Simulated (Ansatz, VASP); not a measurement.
**One calculation of EuI3, two programs**

```
CELL_PARAMETERS angstrom
6.33568 0.00000 0.00000
0.00000 6.33568 0.00000
0.00000 0.00000 6.33568
ATOMIC_POSITIONS crystal
Eu 0.00000 0.00000 0.00000
I 0.50000 0.00000 0.00000
I 0.00000 0.00000 0.50000
I 0.00000 0.50000 0.00000
```

Alike in both runs: task single point; functional LDA; k mesh 3 × 3 × 3; occupations gaussian, width 0.05 eV; collinear spin.

|  | VASP | Ansatz |
| --- | --- | --- |
| version | VASP 6.6.1 | Ansatz 0.2.0 |
| potentials or method | VASP PAW PBE potentials, release 64 (Eu, I), cutoff 520 eV | scalar-relativistic, plane waves, PAW |
| valence electrons in the cell | 38 | 68 |

|  | VASP | Ansatz | Ansatz less VASP |
| --- | --- | --- | --- |
| gap on the k mesh at the Fermi level (eV) | none | none | - |
| pressure (GPa) | -2.1 | -2.1 | 0.00 |
| net moment per atom (μB) | 1.50 | 1.50 | 0.000 |
| size of the moment on the site where the two differ most (μB) | 6.39 | 6.55 | +0.165 |

VASP's potentials were made for PBE, not for LDA. LDA's correlation is that of Perdew and Zunger in VASP and of Perdew and Wang (1992) in Ansatz. Site moments also hang on the region over which each program counts them. A gap of «none» marks a metal or a gap that the smearing closes. VASP's potentials hold 38 valence electrons a cell and Ansatz's 68, so a difference there can come from the potentials and not from the codes.

Spin-orbit coupling is off throughout.
